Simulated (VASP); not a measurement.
# NiO (Fm-3m) in VASP: further runs, part 2 of 2

VASP 6.6.1.

## Step 3: Single point, LDA, collinear spin, ferromagnetic start (volume scaled by 0.94)

The input, INCAR:

```
PREC = Accurate ; ENCUT = 520
EDIFF = 1E-6 ; ISMEAR = -1
SIGMA = 0.05 ; LREAL = False
LASPH = True ; NELM = 150
ALGO = Normal ; ISIF = 2
LWAVE = False ; LCHARG = False
ISPIN = 2 ; MAGMOM = 1 0
LORBIT = 11 ; LMAXMIX = 4
NBANDS = 19
```

The input, KPOINTS:

```
Automatic mesh
0
Gamma
  11 11 11
```

The input, POSCAR:

```
NiO
1.0
    0.0000000000      2.0433202721      2.0433202721
    2.0433202721      0.0000000000      2.0433202721
    2.0433202721      2.0433202721      0.0000000000
Ni O
1 1
Direct
    0.0000000000      0.0000000000      0.0000000000
    0.5000000000      0.5000000000      0.5000000000
```

Potentials or basis: VASP PAW LDA potentials, release 64 (Ni, O).

Command:

```console
cat potpaw_LDA.64/Ni/POTCAR potpaw_LDA.64/O/POTCAR > POTCAR
mpirun -np 1 vasp_std > vasp.out
```

OUTCAR:

```text
PREC = Accurate
   ENCUT = 520
   EDIFF = 1E-6
   ISMEAR = -1
   LREAL = False
   LASPH = True
   NELM = 150
   ISIF = 2
   ISPIN = 2
   LORBIT = 11

 ion  position               nearest neighbor table
   1  0.000  0.000  0.000-   2 2.04   2 2.04   2 2.04   2 2.04   2 2.04   2 2.04
   2  0.500  0.500  0.500-   1 2.04   1 2.04   1 2.04   1 2.04   1 2.04   1 2.04

  LATTYP: Found a face centered cubic cell.
 ALAT       =     4.0866405442

  Lattice vectors:

 A1 = (   0.0000000000,   2.0433202721,   2.0433202721)
 A2 = (   2.0433202721,   0.0000000000,   2.0433202721)
 A3 = (   2.0433202721,   2.0433202721,   0.0000000000)

Analysis of symmetry for initial positions (statically):
=====================================================================
 Subroutine PRICEL returns:
 Original cell was already a primitive cell.

 Routine SETGRP: Setting up the symmetry group for a
 face centered cubic supercell.

 Subroutine GETGRP returns: Found 48 space group operations
 (whereof 48 operations were pure point group operations)
 out of a pool of 48 trial point group operations.

The static configuration has the point symmetry O_h .

Analysis of symmetry for dynamics (positions and initial velocities):
=====================================================================
 Subroutine PRICEL returns:
 Original cell was already a primitive cell.

 Routine SETGRP: Setting up the symmetry group for a
 face centered cubic supercell.

 Subroutine GETGRP returns: Found 48 space group operations
 (whereof 48 operations were pure point group operations)
 out of a pool of 48 trial point group operations.

The dynamic configuration has the point symmetry O_h .

Analysis of structural, dynamic, and magnetic symmetry:
=====================================================================
 Subroutine PRICEL returns:
 Original cell was already a primitive cell.

 Routine SETGRP: Setting up the symmetry group for a
 face centered cubic supercell.

 Subroutine GETGRP returns: Found 48 space group operations
 (whereof 48 operations were pure point group operations)
 out of a pool of 48 trial point group operations.

The overall configuration has the point symmetry O_h .

 Subroutine INISYM returns: Found 48 space group operations
 (whereof 48 operations are pure point group operations),
 and found     1 'primitive' translations

----------------------------------------------------------------------------------------

                                     Primitive cell

  volume of cell :      17.0624

  direct lattice vectors                    reciprocal lattice vectors
     0.000000000  2.043320272  2.043320272    -0.244699770  0.244699770  0.244699770
     2.043320272  0.000000000  2.043320272     0.244699770 -0.244699770  0.244699770
     2.043320272  2.043320272  0.000000000     0.244699770  0.244699770 -0.244699770

  length of vectors
     2.889691241  2.889691241  2.889691241     0.423832434  0.423832434  0.423832434

  position of ions in fractional coordinates (direct lattice)
     0.000000000  0.000000000  0.000000000
     0.500000000  0.500000000  0.500000000

  ion indices of the primitive-cell ions
   primitive index   ion index
                 1           1
                 2           2
[... 63 lines left out ...]
   PREC   = accura    normal or accurate (medium, high low for compatibility)
   ISTART =      0    job   : 0-new  1-cont  2-samecut
   ICHARG =      2    charge: 1-file 2-atom 10-const
   ISPIN  =      2    spin polarized calculation?
   LNONCOLLINEAR =      F non collinear calculations
   LSORBIT =      F    spin-orbit coupling
   LASPH  =      T    aspherical Exc in radial PAW
   ENCUT  =  520.0 eV  38.22 Ry    6.18 a.u.   5.37  5.37  5.37*2*pi/ulx,y,z
   NELM   =    150;   NELMIN=  2; NELMDL= -5     # of ELM steps
   EDIFF  = 0.1E-05   stopping-criterion for ELM
   LREAL  =      F    real-space projection
   EDIFFG = 0.1E-04   stopping-criterion for IOM
   NSW    =      0    number of steps for IOM
   IBRION =     -1    ionic relax: 0-MD 1-quasi-New 2-CG
   NFREE  =      0    steps in history (QN), initial steepest desc. (CG)
   ISIF   =      2    stress and relaxation
   ISYM   =      2    0-nonsym 1-usesym 2-fastsym
   POTIM  = 0.5000    time-step for ionic-motion
   TEBEG  =    0.0;   TEEND  =   0.0 temperature during run
   PSTRESS=    0.0 pullay stress
   NELECT =      16.0000    total number of electrons
   NUPDOWN=      -1.0000    fix difference up-down
   EMIN   =  10.00;   EMAX   =-10.00  energy-range for DOS
   EFERMI =   0.00;   METHOD = LEGACY
   ISMEAR =    -1;   SIGMA  =   0.05  broadening in eV -4-tet -1-fermi 0-gaus
   EFERMI_NEDOS =   21; number of points for ismear=-14 and -15
   IALGO  =     38    algorithm
   IMIX   =      4    mixing-type and parameters
     AMIX     =   0.40;   BMIX     =  1.00
     AMIX_MAG =   1.60;   BMIX_MAG =  1.00
  volume/ion in A,a.u.               =       8.53        57.57
  Fermi-wavevector in a.u.,A,eV,Ry     =   1.602391  3.028079 34.935075  2.567656
  Thomas-Fermi vector in A             =   2.699219
   LORBIT       =     11    0 simple, 1 ext, 2 COOP (PROOUT), +10 PAW based schemes
   GGA     = CA    functional components
   LHFCALC =     F    Hartree Fock is set to
   AEXX    =    0.0000 exact exchange contribution
   IVDW    =     0    specifies the selected vdW correction
   LEPSILON=     F    determine dielectric tensor
   LRPA    =     F    only Hartree local field effects (RPA)
 spin polarized calculation
  energy-cutoff  :      520.00
  volume of cell :       17.06
 maximum number of plane-waves:       477
 NGX is ok and might be reduce to    24
   NGX = 11   NGY = 11   NGZ = 11

 number of electron      15.9999994 magnetization       0.2660844

 Free energy of the ion-electron system (eV)
  ---------------------------------------------------
  ext. energy  EPLUGINS =         0.00000000
  ---------------------------------------------------
  free energy    TOTEN  =       -13.38818311 eV

  energy without entropy =      -13.37449890  energy(sigma->0) =      -13.38134100

 E-fermi :   8.5217     XC(G=0): -13.5546

 val. band max:        8.5008995278   @ k =   0.2727   0.1818   0.0909
 cond. band min:       8.5398562174   @ k =   0.3636   0.2727   0.0000
 fundamental gap:      0.0389566896
 Fermi energy:         8.5216614060

 spin component 1

 k-point     1 :       0.0000    0.0000    0.0000
  band No.  band energies     occupation
      1     -12.2963      1.00000
      2       5.1343      1.00000
      3       5.1343      1.00000
      4       5.1343      1.00000
      5       6.4104      1.00000
      6       6.4104      1.00000
[... 517 lines left out ...]
     18      40.5348      0.00000
     19      41.7309      0.00000

 [... further k-points ...]

 spin component 2

 k-point     1 :       0.0000    0.0000    0.0000
  band No.  band energies     occupation
      1     -12.2391      1.00000
      2       5.2011      1.00000
      3       5.2011      1.00000
      4       5.2011      1.00000
      5       6.5583      1.00000
      6       6.5583      1.00000
[... 517 lines left out ...]
     18      40.5939      0.00000
     19      41.7248      0.00000

 [... further k-points ...]

------------------------ aborting loop because EDIFF is reached ----------------------------------------

  FORCE on cell =-STRESS in cart. coord.  units (eV):
  Direction    XX          YY          ZZ          XY          YZ          ZX
  --------------------------------------------------------------------------------------
  -------------------------------------------------------------------------------------
  Total       -0.7926103     -0.7926103     -0.7926103     -0.0000000      0.0000000     -0.0000000
  in kB      -74.4270809    -74.4270809    -74.4270809     -0.0000000      0.0000000     -0.0000000
  external PRESSURE =     -74.4270809 kB  Pullay stress =       0.0000000 kB

 VOLUME and BASIS-vectors are now :
 -----------------------------------------------------------------------------
  energy-cutoff  :      520.00
  volume of cell :       17.06
      direct lattice vectors                 reciprocal lattice vectors
     0.000000000  2.043320272  2.043320272    -0.244699770  0.244699770  0.244699770
     2.043320272  0.000000000  2.043320272     0.244699770 -0.244699770  0.244699770
     2.043320272  2.043320272  0.000000000     0.244699770  0.244699770 -0.244699770

 POSITION                                       TOTAL-FORCE (eV/Angst)
 -----------------------------------------------------------------------------------
      0.00000      0.00000      0.00000        -0.000000     -0.000000     -0.000000
      2.04332      2.04332      2.04332         0.000000      0.000000      0.000000
 -----------------------------------------------------------------------------------
    total drift:                                0.000000     -0.000000     -0.000000

  FREE ENERGIE OF THE ION-ELECTRON SYSTEM (eV)
  ---------------------------------------------------
  free  energy   TOTEN  =       -13.3881831117 eV

  energy  without entropy=      -13.3744988950  energy(sigma->0) =      -13.38134100

 total charge

# of ion       s       p       d       tot
------------------------------------------
    1        0.354   0.449   8.403   9.206
    2        1.561   3.372   0.000   4.933
--------------------------------------------------
tot          1.915   3.821   8.403  14.139

 magnetization (x)

# of ion       s       p       d       tot
------------------------------------------
    1        0.003   0.004   0.217   0.224
    2        0.006   0.029   0.000   0.035
--------------------------------------------------
tot          0.009   0.032   0.217   0.258
```

OSZICAR:

```text
N       E                     dE             d eps       ncg     rms          rms(c)
DAV:   1     0.811573251455E+02    0.81157E+02   -0.68297E+03  4579   0.105E+03
DAV:   2    -0.104932388108E+02   -0.91651E+02   -0.80215E+02  4421   0.237E+02
DAV:   3    -0.154620191000E+02   -0.49688E+01   -0.46945E+01  4932   0.557E+01
DAV:   4    -0.155058620865E+02   -0.43843E-01   -0.43783E-01  4780   0.502E+00
DAV:   5    -0.155065062711E+02   -0.64418E-03   -0.64414E-03  4887   0.604E-01    0.146E+01
DAV:   6    -0.146212342707E+02    0.88527E+00   -0.86287E+00  5625   0.559E+01    0.153E+01
DAV:   7    -0.134523021317E+02    0.11689E+01   -0.36632E+00  5427   0.438E+01    0.583E+00
DAV:   8    -0.133970903364E+02    0.55212E-01   -0.22668E-01  5527   0.737E+00    0.211E+00
DAV:   9    -0.133890206641E+02    0.80697E-02   -0.18815E-02  5675   0.208E+00    0.541E-01
DAV:  10    -0.133881213427E+02    0.89932E-03   -0.23136E-03  5711   0.894E-01    0.864E-02
DAV:  11    -0.133881675289E+02   -0.46186E-04   -0.27178E-04  4680   0.141E-01    0.471E-02
DAV:  12    -0.133881795248E+02   -0.11996E-04   -0.10216E-05  5736   0.442E-02    0.209E-02
DAV:  13    -0.133881830662E+02   -0.35413E-05   -0.31859E-06  4019   0.290E-02    0.655E-03
DAV:  14    -0.133881831117E+02   -0.45490E-07   -0.70213E-07  2534   0.103E-02
   1 F= -.13388183E+02 E0= -.13381341E+02  d E =-.136842E-01  mag=     0.2656
```

It took 29 s on 1 thread of Intel Xeon Platinum 8488C (Sapphire Rapids), shared host; peak memory 0.15 GiB.

What came out:

```
Free energy                                           : -13.3882 eV
Pressure                                              : -7.4 GPa
Net moment                                            : 0.27 μB per cell
Site moments                                          : Ni +0.22; O +0.04 μB
Valence electrons inside the program's atomic spheres : Ni 9.21; O 4.93
```

Caveat: semilocal functionals often make such compounds metallic where correlation or magnetic order opens a gap, which also shifts bond lengths.
